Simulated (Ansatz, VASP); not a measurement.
## One calculation of MnAs, two programs

```
Mn As
1.0
     0.00000    2.82995    2.82995
     2.82995    0.00000    2.82995
     2.82995    2.82995    0.00000
Mn As
1 1
Direct
  0.00000 0.00000 0.00000
  0.25000 0.25000 0.25000
```

Alike in both runs: task single point; functional PBEsol; k mesh 12 × 12 × 12; occupations methfessel-paxton of order 1, width 0.025 eV; collinear spin.

```csv
,VASP,Ansatz
version,VASP 6.6.1,Ansatz 0.2.0
potentials or method,"VASP PAW PBE potentials, release 64 (Mn_pv, As), cutoff 520 eV","scalar-relativistic, plane waves, PAW"
valence electrons in the cell,18,30
```

```csv
,VASP,Ansatz,Ansatz less VASP
pressure (GPa),-3.2,-3.4,-0.13
net moment per atom (μB),1.85,1.85,+0.004
size of the moment on the site where the two differ most (μB),3.62,3.50,-0.120
```

VASP's potentials were made for PBE, not for PBEsol. Site moments also hang on the region over which each program counts them. The functional is the same, so the differences come from potentials, cutoffs and numerics. VASP's potentials hold 18 valence electrons a cell and Ansatz's 30, so a difference there can come from the potentials and not from the codes. Ansatz's warnings: stability check not made.
